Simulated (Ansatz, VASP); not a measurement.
**One calculation of NbAs, two programs**

```
Nb As
1.0
     3.18077    0.00000    0.00000
     0.00000    3.18077    0.00000
     0.00000    0.00000    3.18077
Nb As
1 1
Direct
  0.00000 0.00000 0.00000
  0.50000 0.50000 0.50000
```

Alike in both runs: functional PBEsol; k mesh 13 × 13 × 13; occupations fermi-dirac, width 0.1 eV; no spin polarisation.

Ansatz relaxed the structure, and its values are those at the end. VASP's run is a single point on that final structure, the one shown.

```csv
,VASP,Ansatz
version,VASP 6.6.1,Ansatz 0.2.0
potentials or method,"VASP PAW PBE potentials, release 64 (Nb_sv, As)","PAW with Ansatz's default frozen-core files, scalar-relativistic"
plane-wave cutoff (eV),500,420
valence electrons in the cell,18,28
```

|  | VASP | Ansatz | Ansatz less VASP |
| --- | --- | --- | --- |
| pressure (GPa) | 0.2 | 0.0 | -0.18 |

VASP's potentials were made for PBE, not for PBEsol. VASP's potentials hold 18 valence electrons a cell and Ansatz's 28, so a difference there can come from the potentials and not from the codes.
